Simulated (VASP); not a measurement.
LaH3, 4 atoms in the cell. It takes space group Fm-3m (No. 225, cubic). The conventional cell has a = 5.440 Å, b = 5.440 Å, c = 5.440 Å, α = 90.00°, β = 90.00°, γ = 90.00°. Within 3.1 Å of La (site symmetry m-3m) lie 14 H at 2.36 to 2.72 Å. H (site symmetry m-3m) has 8 H at 2.36 Å and 6 La at 2.72 Å within 3.1 Å. Within 3.1 Å of H (site symmetry -43m) lie 4 La at 2.36 Å and 10 H at 2.36 to 2.72 Å. 

```yaml
Program: VASP 6.6.1
Task: single point
Functional: PBEsol
Dispersion: D3(BJ)
Potentials_or_basis: VASP PAW PBE potentials, release 64 (La, H)
Cutoff: 520 eV
k_mesh: 6 × 6 × 6
Occupations: fermi-dirac, width 0.15 eV
Spin: no spin polarisation
Dipole_correction: no
Further_INCAR_settings: ALGO = Normal; EDIFF = 1e-06; NBANDS = 15
```

Potentials or basis: VASP PAW PBE potentials, release 64 (La, H).

Command:

```sh
$ cat potpaw_PBE.64/La/POTCAR potpaw_PBE.64/H/POTCAR > POTCAR
$ mpirun -np 1 vasp_std > vasp.out
```

Hardware: 1 thread of Intel(R) Xeon(R) Platinum 8375C CPU @ 2.90GHz (Ice Lake) (shared host).

Task: How long does it take, and how much memory?

Result: It took 21 s on 1 thread of Intel(R) Xeon(R) Platinum 8375C CPU @ 2.90GHz (Ice Lake), with other jobs on the host, peak memory 0.18 GiB. Counts: scf iterations 14, k points 16.
